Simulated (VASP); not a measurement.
The system is TePb.

```
Pb Te
1.0
     4.00229    0.00000    0.00000
     0.00000    4.00229    0.00000
     0.00000    0.00000    4.00229
Pb Te
1 1
Direct
  0.00000 0.00000 0.00000
  0.50000 0.50000 0.50000
```

```yaml
Program: VASP 6.6.1
Task: relaxation of cell and atoms
Functional: PBE
Dispersion: D4
Potentials_or_basis: VASP PAW PBE potentials, release 64 (Pb_d, Te)
Cutoff: 600 eV
k_mesh: 7 × 7 × 7
Occupations: fermi-dirac, width 0.05 eV
Spin: no spin polarisation
```

At the start: pressure 3.3 GPa; volume 32.05 Å³/atom.

**Question.** Where does the relaxation end?

**Answer.** Over 7 steps the energy falls by 2.9 meV/atom and the volume is 32.34 Å³/atom (+0.9 %); space group Pm-3m (No. 221, to 0.1 Å) before and after.

Step by step:
```tsv
step	energy change (eV)	largest force (eV/Å)	pressure (GPa)	volume (Å³)
1	0.0000	0.0000	3.31	64.11
2	0.1049	0.0000	-4.60	70.44
3	0.0209	0.0000	-3.25	66.57
4	-0.0010	0.0000	-2.08	65.32
5	-0.0054	0.0000	-0.73	64.84
6	-0.0057	0.0000	0.22	64.64
7	-0.0058	0.0000	0.00	64.69
```

Final structure:
```cif
data_structure
_symmetry_space_group_name_H-M 'P 1'
_symmetry_Int_Tables_number 1
_cell_length_a 4.0142
_cell_length_b 4.0142
_cell_length_c 4.0142
_cell_angle_alpha 90.000
_cell_angle_beta 90.000
_cell_angle_gamma 90.000
_cell_volume 64.69
loop_
_atom_site_label
_atom_site_type_symbol
_atom_site_fract_x
_atom_site_fract_y
_atom_site_fract_z
_atom_site_occupancy
Pb1 Pb 0.00000 0.00000 0.00000 1
Te1 Te 0.50000 0.50000 0.50000 1
```
